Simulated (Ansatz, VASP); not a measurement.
This is a calculation of GaSb for VASP 6.6.1.

File INCAR:

```
SYSTEM = GaSb
ALGO = Fast
EDIFF = 1E-6
ENCUT = 500
GGA = PE
ISIF = 2
ISMEAR = -1
LASPH = .True.
LCHARG = .False.
LREAL = .False.
LWAVE = .False.
NBANDS = 11
NELM = 80
PREC = Accurate
SIGMA = 0.05
```

The input KPOINTS:

```
k-points
0
Gamma
  8 8 8
  0 0 0
```

POSCAR

```
GaSb
1.0
    0.0000000000      3.0590000000      3.0590000000
    3.0590000000      0.0000000000      3.0590000000
    3.0590000000      3.0590000000      0.0000000000
Sb Ga
1 1
Direct
    0.7500000000      0.7500000000      0.7500000000
    0.0000000000      0.0000000000      0.0000000000
```

KPOINTS_OPT

```
path GXWKGLUWLK,UX
20
line-mode
reciprocal
 0.0000000000  0.0000000000  0.0000000000  G
 0.5000000000  0.0000000000  0.5000000000  X

 0.5000000000  0.0000000000  0.5000000000  X
 0.5000000000  0.2500000000  0.7500000000  W

 0.5000000000  0.2500000000  0.7500000000  W
 0.3750000000  0.3750000000  0.7500000000  K

 0.3750000000  0.3750000000  0.7500000000  K
 0.0000000000  0.0000000000  0.0000000000  G

 0.0000000000  0.0000000000  0.0000000000  G
 0.5000000000  0.5000000000  0.5000000000  L

 0.5000000000  0.5000000000  0.5000000000  L
 0.6250000000  0.2500000000  0.6250000000  U

 0.6250000000  0.2500000000  0.6250000000  U
 0.5000000000  0.2500000000  0.7500000000  W

 0.5000000000  0.2500000000  0.7500000000  W
 0.5000000000  0.5000000000  0.5000000000  L

 0.5000000000  0.5000000000  0.5000000000  L
 0.3750000000  0.3750000000  0.7500000000  K

 0.6250000000  0.2500000000  0.6250000000  U
 0.5000000000  0.0000000000  0.5000000000  X
```

Potentials or basis: VASP PAW PBE potentials, release 54 (Sb, Ga).

The run is started by

```sh
$ cat potpaw_PBE.54/Sb/POTCAR potpaw_PBE.54/Ga/POTCAR > POTCAR
$ mpirun -np 1 vasp_std > vasp.out
```

**Question.** Translate it to Ansatz 0.2.0. Potentials there: Ansatz PAW.

**Answer.** As run (the cutoff follows the program's own potentials):

File input.yaml:

```yaml
crystal:
  lattice:
    - [0.0, 3.059, 3.059]
    - [3.059, 0.0, 3.059]
    - [3.059, 3.059, 0.0]
  atoms:
    - { symbol: Sb, position: [0.75, 0.75, 0.75] }
    - { symbol: Ga, position: [0.0, 0.0, 0.0] }
hamiltonian:
  xc: pbe
  pseudopotentials: { kind: paw }
kpoints:
  mp_grid: { grid: [8, 8, 8] }
  band_path:
    path:
      - [[0.0, 0.0, 0.0], [0.5, 0.0, 0.5], [0.5, 0.25, 0.75], [0.375, 0.375, 0.75], [0.0, 0.0, 0.0], [0.5, 0.5, 0.5], [0.625, 0.25, 0.625], [0.5, 0.25, 0.75], [0.5, 0.5, 0.5], [0.375, 0.375, 0.75]]
      - [[0.625, 0.25, 0.625], [0.5, 0.0, 0.5]]
    npoints: 14
scf:
  occupations: { method: fermi_dirac, width: 0.05 }
  n_extra_bands: 6
output:
  forces: true
  stress: true
  eigenvalues: true
  fatbands: false
```

Potentials or basis: Ansatz PAW.

Launch:

```sh
$ ansatz run input.yaml --threads 2 --pin off --max-ram 5632MiB --backend cpu --events-out ev --progress --plain --runs-dir out
```

Both were run:

|  | VASP | Ansatz | Ansatz less VASP |
| --- | --- | --- | --- |
| pressure (GPa) | 2.6 | 2.3 | -0.27 |

With one functional, cell and mesh, what is left measures potentials, basis and numerics. VASP's potentials hold 8 valence electrons a cell and Ansatz's 28, so a difference there can come from the potentials and not from the codes.

Neither program's run includes spin-orbit coupling.
